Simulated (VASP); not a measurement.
# Mg3CdSe4 (R-3m) in VASP: a series of runs

The runs below take Mg3CdSe4 through single point, with PBE.

All numbers are computed with VASP 6.6.1; they aren't measurements. Logs are shortened: lines on timing, memory, paths and dates and some standing lists are left out, and cuts for length are marked.

## Step 1: The cell of the first run

The structure is trigonal, space group R-3m (No. 166). Conventional cell: a = 3.938 Å, b = 3.938 Å, c = 38.619 Å, α = 90.00°, β = 90.00°, γ = 120.00°. Within 3.6 Å of Mg (site symmetry 3m) lie 6 Se at 2.76 to 2.77 Å. Mg (site symmetry -3m) has 6 Se at 2.77 Å within 3.6 Å. Within 3.7 Å of Cd (site symmetry -3m) lie 6 Se at 2.84 Å. Se (site symmetry 3m) has 3 Mg at 2.76 Å and 3 Cd at 2.84 Å within 3.6 Å. Se (site symmetry 3m) has 6 Mg at 2.77 Å within 3.6 Å.

## Step 2: Single point, PBE

INCAR reads:

```
PREC = Accurate ; ENCUT = 520
EDIFF = 1E-7 ; ISMEAR = 0
SIGMA = 0.1 ; LREAL = False
LASPH = True ; NELM = 100
ALGO = Normal ; ISIF = 2
LWAVE = False ; LCHARG = False
GGA = PE ; NBANDS = 31
```

KPOINTS reads:

```
regular mesh
0
Gamma
  6 6 6
```

POSCAR reads:

```
Mg3CdSe4
1.0
    1.9691370000      1.1368818000     12.8728722000
   -1.9691370000      1.1368818000     12.8728722000
    0.0000000000     -2.2737636000     12.8728722000
Mg Cd Se
3 1 4
Direct
    0.2485330000      0.2485330000      0.2485330000
    0.5000000000      0.5000000000      0.5000000000
    0.7514670000      0.7514670000      0.7514670000
    0.0000000000      0.0000000000      0.0000000000
    0.6224350000      0.6224350000      0.6224350000
    0.8742400000      0.8742400000      0.8742400000
    0.1257600000      0.1257600000      0.1257600000
    0.3775650000      0.3775650000      0.3775650000
```

Potentials or basis: VASP PAW PBE potentials, release 64 (Mg, Cd, Se).

The run is started by

```
$ cat potpaw_PBE.64/Mg/POTCAR potpaw_PBE.64/Cd/POTCAR potpaw_PBE.64/Se/POTCAR > POTCAR
$ mpirun -np 1 vasp_std > vasp.out
```

OUTCAR:

```text
PREC = Accurate
   ENCUT = 520
   EDIFF = 1E-7
   ISMEAR = 0
   LREAL = False
   LASPH = True
   NELM = 100
   ISIF = 2
   GGA = PE

 ion  position               nearest neighbor table
   1  0.249  0.249  0.249-   5 2.76   5 2.76   5 2.76   6 2.77   6 2.77   6 2.77
   2  0.500  0.500  0.500-   7 2.77   7 2.77   6 2.77   6 2.77   7 2.77   6 2.77
   3  0.751  0.751  0.751-   8 2.76   8 2.76   8 2.76   7 2.77   7 2.77   7 2.77
   4  0.000  0.000  0.000-   5 2.84   5 2.84   8 2.84   8 2.84   5 2.84   8 2.84
   5  0.622  0.622  0.622-   1 2.76   1 2.76   1 2.76   4 2.84   4 2.84   4 2.84
   6  0.874  0.874  0.874-   2 2.77   2 2.77   2 2.77   1 2.77   1 2.77   1 2.77
   7  0.126  0.126  0.126-   2 2.77   2 2.77   2 2.77   3 2.77   3 2.77   3 2.77
   8  0.378  0.378  0.378-   3 2.76   3 2.76   3 2.76   4 2.84   4 2.84   4 2.84

  LATTYP: Found a trigonal (rhomboedric) cell.
 ALAT       =    13.0721398183
 COS(alpha) =     0.9546174907

  Lattice vectors:

 A1 = (   1.9691370000,   1.1368818000,  12.8728722000)
 A2 = (  -1.9691370000,   1.1368818000,  12.8728722000)
 A3 = (   0.0000000000,  -2.2737636000,  12.8728722000)

Analysis of symmetry for initial positions (statically):
=====================================================================
 Subroutine PRICEL returns:
 Original cell was already a primitive cell.

 Routine SETGRP: Setting up the symmetry group for a
 trigonal (rhombohedral) supercell.

 Subroutine GETGRP returns: Found 12 space group operations
 (whereof 12 operations were pure point group operations)
 out of a pool of 12 trial point group operations.

The static configuration has the point symmetry D_3d.

Analysis of symmetry for dynamics (positions and initial velocities):
=====================================================================
 Subroutine PRICEL returns:
 Original cell was already a primitive cell.

 Routine SETGRP: Setting up the symmetry group for a
 trigonal (rhombohedral) supercell.

 Subroutine GETGRP returns: Found 12 space group operations
 (whereof 12 operations were pure point group operations)
 out of a pool of 12 trial point group operations.

The dynamic configuration has the point symmetry D_3d.

 Subroutine INISYM returns: Found 12 space group operations
 (whereof 12 operations are pure point group operations),
 and found     1 'primitive' translations

----------------------------------------------------------------------------------------
[... 111 lines left out ...]
   ISIF   =      2    stress and relaxation
   ISYM   =      2    0-nonsym 1-usesym 2-fastsym
   POTIM  = 0.5000    time-step for ionic-motion
   TEBEG  =    0.0;   TEEND  =   0.0 temperature during run
   PSTRESS=    0.0 pullay stress
   NELECT =      42.0000    total number of electrons
   NUPDOWN=      -1.0000    fix difference up-down
   EMIN   =  10.00;   EMAX   =-10.00  energy-range for DOS
   EFERMI =   0.00;   METHOD = LEGACY
   ISMEAR =     0;   SIGMA  =   0.10  broadening in eV -4-tet -1-fermi 0-gaus
   EFERMI_NEDOS =   21; number of points for ismear=-14 and -15
   IALGO  =     38    algorithm
   IMIX   =      4    mixing-type and parameters
     AMIX     =   0.40;   BMIX     =  1.00
     AMIX_MAG =   1.60;   BMIX_MAG =  1.00
  volume/ion in A,a.u.               =      21.61       145.86
  Fermi-wavevector in a.u.,A,eV,Ry     =   1.021454  1.930267 14.195874  1.043367
  Thomas-Fermi vector in A             =   2.155079
   LORBIT       =      0    0 simple, 1 ext, 2 COOP (PROOUT), +10 PAW based schemes
   GGA     = PE    functional components
   LHFCALC =     F    Hartree Fock is set to
   AEXX    =    0.0000 exact exchange contribution
   IVDW    =     0    specifies the selected vdW correction
   LEPSILON=     F    determine dielectric tensor
   LRPA    =     F    only Hartree local field effects (RPA)
 non-spin polarized calculation
 Gauss-broadening in eV      SIGMA  =   0.10
  energy-cutoff  :      520.00
  volume of cell :      172.91
 maximum number of plane-waves:      4733
 NGX is ok and might be reduce to    98

 number of electron      42.0000003 magnetization

 Free energy of the ion-electron system (eV)
  ---------------------------------------------------
  ext. energy  EPLUGINS =         0.00000000
  ---------------------------------------------------
  free energy    TOTEN  =       -27.57422587 eV

  energy without entropy =      -27.57422587  energy(sigma->0) =      -27.57422587

 E-fermi :   3.2457     XC(G=0):  -9.5370

 val. band max:        2.8080290520   @ k =   0.5000   0.5000   0.5000
 cond. band min:       3.7920374049   @ k =   0.5000   0.5000  -0.0000
 fundamental gap:      0.9840083529
 Fermi energy:         3.2457466032

 k-point     1 :       0.0000    0.0000    0.0000
  band No.  band energies     occupation
      1     -10.0164      2.00000
      2      -9.5881      2.00000
      3      -9.5507      2.00000
      4      -8.9970      2.00000
      5      -5.1027      2.00000
      6      -5.1027      2.00000
[... 805 lines left out ...]
     30       9.1771      0.00000
     31       9.4367      0.00000

 [... further k-points ...]

------------------------ aborting loop because EDIFF is reached ----------------------------------------

  FORCE on cell =-STRESS in cart. coord.  units (eV):
  Direction    XX          YY          ZZ          XY          YZ          ZX
  --------------------------------------------------------------------------------------
  -------------------------------------------------------------------------------------
  Total        0.0408800      0.0408800     -0.0311293      0.0000000      0.0000000      0.0000000
  in kB        0.3787944      0.3787944     -0.2884441      0.0000000      0.0000000      0.0000000
  external PRESSURE =       0.1563816 kB  Pullay stress =       0.0000000 kB

 VOLUME and BASIS-vectors are now :
 -----------------------------------------------------------------------------
  energy-cutoff  :      520.00
  volume of cell :      172.91
      direct lattice vectors                 reciprocal lattice vectors
     1.969137000  1.136881800 12.872872200     0.253918341  0.146599819  0.025894247
    -1.969137000  1.136881800 12.872872200    -0.253918341  0.146599819  0.025894247
     0.000000000 -2.273763600 12.872872200     0.000000000 -0.293199639  0.025894247

 POSITION                                       TOTAL-FORCE (eV/Angst)
 -----------------------------------------------------------------------------------
      0.00000      0.00000      9.59800        -0.000000     -0.000000      0.002240
      0.00000      0.00000     19.30931         0.000000     -0.000000     -0.000000
      0.00000      0.00000     29.02062        -0.000000     -0.000000     -0.002240
      0.00000      0.00000      0.00000        -0.000000     -0.000000     -0.000000
      0.00000      0.00000     24.03758        -0.000000     -0.000000     -0.045839
      0.00000      0.00000     33.76194        -0.000000     -0.000000     -0.000814
      0.00000      0.00000      4.85668        -0.000000     -0.000000      0.000814
      0.00000      0.00000     14.58104        -0.000000      0.000000      0.045839
 -----------------------------------------------------------------------------------
    total drift:                               -0.000000     -0.000000     -0.000000

  FREE ENERGIE OF THE ION-ELECTRON SYSTEM (eV)
  ---------------------------------------------------
  free  energy   TOTEN  =       -27.5742258696 eV

  energy  without entropy=      -27.5742258696  energy(sigma->0) =      -27.57422587
```

stdout:

```text
POSCAR found type information on POSCAR MgCdSe
 POSCAR found :  3 types and       8 ions
 scaLAPACK will be used
 LDA part: xc-table for (Slater+PW92), standard interpolation
 POSCAR, INCAR and KPOINTS ok, starting setup
 FFT: planning ... GRIDC
 FFT: planning ... GRID_SOFT
 FFT: planning ... GRID
 WAVECAR not read
 entering main loop
```

Run time: 34 min. Hardware: 1 thread of Intel Xeon Platinum 8259CL at 2.50GHz (Skylake/Cascade Lake), shared host; peak memory 1.6 GiB.

What came out:

```yaml
Free_energy: -27.5742 eV
Pressure: 0.0 GPa
Largest_force: 0.046 eV/Å
Band_gap_on_the_k_mesh: 0.98 eV (least direct gap 1.37 eV)
```

Forces on the atoms (eV/Å):
```
Mg   0.000  0.000  0.002
Mg   0.000  0.000  0.000
Mg   0.000  0.000 -0.002
Cd   0.000  0.000  0.000
Se   0.000  0.000 -0.046
Se   0.000  0.000 -0.001
Se   0.000  0.000  0.001
Se   0.000  0.000  0.046
```

## Step 3: Single point, PBE

This run uses another cell than the first one, of the same volume but with other edges.

INCAR reads:

```
SYSTEM = Mg3CdSe4
PREC = Accurate ; ENCUT = 520
EDIFF = 1E-7 ; ISMEAR = 0
SIGMA = 0.1 ; LREAL = .FALSE.
LASPH = .TRUE. ; NELM = 80
ALGO = Normal ; ISIF = 2
LWAVE = .FALSE. ; LCHARG = .TRUE.
GGA = PE ; LELF = .TRUE.
LVHAR = .TRUE. ; NBANDS = 31
```

KPOINTS reads:

```
Automatic mesh
0
G
  6 6 6
  0 0 0
```

POSCAR reads:

```
Mg3CdSe4
1.0
   -1.9691370199      3.4106453655      0.0000000000
   -3.9382740398      0.0000000000      0.0000000000
   -1.9691370199      1.1368817885     12.8728722000
Mg Cd Se
3 1 4
Direct
    0.7514670000      0.7514670000      0.7455990000
    0.5000000000      0.5000000000      0.5000000000
    0.2485330000      0.2485330000      0.2544010000
    0.0000000000      0.0000000000      0.0000000000
    0.3775650000      0.3775650000      0.8673050000
    0.1257600000      0.1257600000      0.6227200000
    0.8742400000      0.8742400000      0.3772800000
    0.6224350000      0.6224350000      0.1326950000
```

Potentials or basis: VASP PAW PBE potentials, release 64 (Mg, Cd, Se).

The run is started by

```
$ cat potpaw_PBE.64/Mg/POTCAR potpaw_PBE.64/Cd/POTCAR potpaw_PBE.64/Se/POTCAR > POTCAR
$ mpirun -np 1 vasp_std > vasp.out
```

Run time: 3.1 min. Hardware: 1 thread of Intel Xeon Platinum 8259CL at 2.50GHz (Skylake/Cascade Lake), shared host; peak memory 0.38 GiB.

It converged, with:

* Free energy: -27.5742 eV
* Pressure: 0.0 GPa
* Largest force: 0.046 eV/Å
* Band gap on the k mesh: 0.98 eV (least direct gap 1.37 eV)

Forces on the atoms (eV/Å):
```
Mg   0.000  0.000  0.002
Mg   0.000  0.000  0.000
Mg   0.000  0.000 -0.002
Cd   0.000  0.000  0.000
Se   0.000  0.000 -0.046
Se   0.000  0.000 -0.001
Se   0.000  0.000  0.001
Se   0.000  0.000  0.046
```

Levels at points of the mesh, in eV from the valence-band top:
| k point | band 18 | band 19 | band 20 | band 21 | band 22 | band 23 | band 24 | band 25 |
| --- | --- | --- | --- | --- | --- | --- | --- | --- |
| (0.00, 0.00, 0.00) | -0.18 | -0.18 | -0.04 | -0.04 | 1.66 | 3.55 | 3.69 | 3.70 |
| (0.50, 0.00, 0.00) | -1.28 | -0.97 | -0.87 | -0.52 | 1.41 | 2.18 | 4.10 | 4.12 |
| (0.50, 0.50, 0.00) | -1.30 | -1.22 | -0.39 | -0.39 | 0.98 | 2.95 | 3.24 | 3.52 |
| (0.00, 0.00, 0.50) | -0.29 | -0.29 | 0.00 | 0.00 | 2.56 | 3.02 | 3.66 | 3.66 |
